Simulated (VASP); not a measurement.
Write the native input for VASP 6.6.1 that does the following.

```yaml
Task: single point
Functional: r2SCAN
Potentials_or_basis: VASP PAW PBE potentials, release 64 (Hf_pv, N)
Cutoff: 520 eV
k_mesh: 16 × 16 × 16
Occupations: gaussian, width 0.15 eV
Spin: no spin polarisation
Dipole_correction: no
Further_INCAR_settings: ALGO = Normal; EDIFF = 1e-07; NBANDS = 14
```

The system is HfN.

```
CELL_PARAMETERS angstrom
0.00000 2.45482 2.45482
2.45482 0.00000 2.45482
2.45482 2.45482 0.00000
ATOMIC_POSITIONS crystal
Hf 0.97963 0.97963 0.02037
N 0.75000 0.75000 0.75000
```

This cell differs from its parent crystal: all Hf atoms moved -0.100 Å, as atom 1 along Cartesian [0 0 1].

One way to write it, as run:

POSCAR

```
HfN
1.0
    0.0000000000      2.4548220000      2.4548220000
    2.4548220000      0.0000000000      2.4548220000
    2.4548220000      2.4548220000      0.0000000000
Hf N
1 1
Direct
   -0.0203680756     -0.0203680756      0.0203680756
    0.7500000000      0.7500000000      0.7500000000
```

INCAR.step1

```
  ALGO = Normal
  EDIFF = 1E-4
  ENCUT = 520
  GGA = PE
  ISMEAR = 0
  LASPH = True
  LCHARG = False
  LREAL = False
  LWAVE = True
  NBANDS = 14
  NELM = 80
  PREC = Accurate
  SIGMA = 0.15
```

INCAR.step2

```
  ALGO = Normal
  EDIFF = 1E-7
  ENCUT = 520
  ISIF = 2
  ISMEAR = 0
  ISTART = 1
  LASPH = True
  LCHARG = True
  LELF = True
  LMIXTAU = True
  LREAL = False
  LVHAR = True
  LWAVE = False
  METAGGA = R2SCAN
  NBANDS = 14
  NELM = 80
  PREC = Accurate
  SIGMA = 0.15
```

KPOINTS

```
k-points
0
Gamma
  16 16 16
```

Potentials or basis: VASP PAW PBE potentials, release 64 (Hf_pv, N).

The run is started by

```bash
$ cat potpaw_PBE.64/Hf_pv/POTCAR potpaw_PBE.64/N/POTCAR > POTCAR
$ cp INCAR.step1 INCAR
$ mpirun -np 1 vasp_std > vasp.out
$ cp INCAR.step2 INCAR
$ mpirun -np 1 vasp_std > vasp.out
```

Results of the run:

```json
{"Pressure": "-2.5 GPa", "Largest force": "1.180 eV/Å"}
```

Caveat: the cell differs from its parent crystal (all Hf atoms moved -0.100 Å, as atom 1 along Cartesian [0 0 1]); the PAW data sets were made with another functional, which shifts forces and pressure a little.

It took 13 min on 1 thread of Intel(R) Xeon(R) Platinum 8488C (Sapphire Rapids), on a shared host, peak memory 0.39 GiB.
